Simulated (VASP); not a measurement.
# Li2S: single point with r2SCAN

Li2S:

```
Li S
1.0
     0.00000    2.84529    2.84529
     2.84529    0.00000    2.84529
     2.84529    2.84529    0.00000
Li S
2 1
Direct
  0.25000 0.25000 0.25000
  0.75000 0.75000 0.75000
  0.00000 0.00000 0.00000
```

| Quantity | Value |
| --- | --- |
| Program | VASP 6.6.1 |
| Task | single point |
| Functional | r2SCAN |
| Potentials or basis | VASP PAW PBE potentials, release 64 (Li_sv, S) |
| Cutoff | 830 eV |
| k mesh | 6 × 6 × 6 |
| Occupations | gaussian, width 0.01 eV |
| Spin | no spin polarisation |

```yaml
Pressure: -0.2 GPa
Band_gap_on_the_k_mesh: 3.86 eV, indirect (least direct gap 5.05 eV)
```

Levels at points of the mesh, in eV from the valence-band top:
```csv
k point,band 4,band 5,band 6,band 7,band 8,band 9
"(0.00, 0.00, 0.00)",0.00,0.00,0.00,5.05,6.91,6.91
"(0.50, 0.00, 0.00)",-2.89,-0.51,-0.51,6.97,7.19,7.19
"(0.50, 0.50, 0.00)",-2.16,-1.44,-1.44,3.86,7.90,12.16
```

It took 2.3 min on 1 thread of Intel(R) Xeon(R) Platinum 8488C (Sapphire Rapids), with other jobs on the host, peak memory 0.25 GiB.

Caveat: the PAW data sets were made with another functional, which shifts forces and pressure a little. r2SCAN opens gaps a little over a GGA but as a rule still falls short of measured ones.
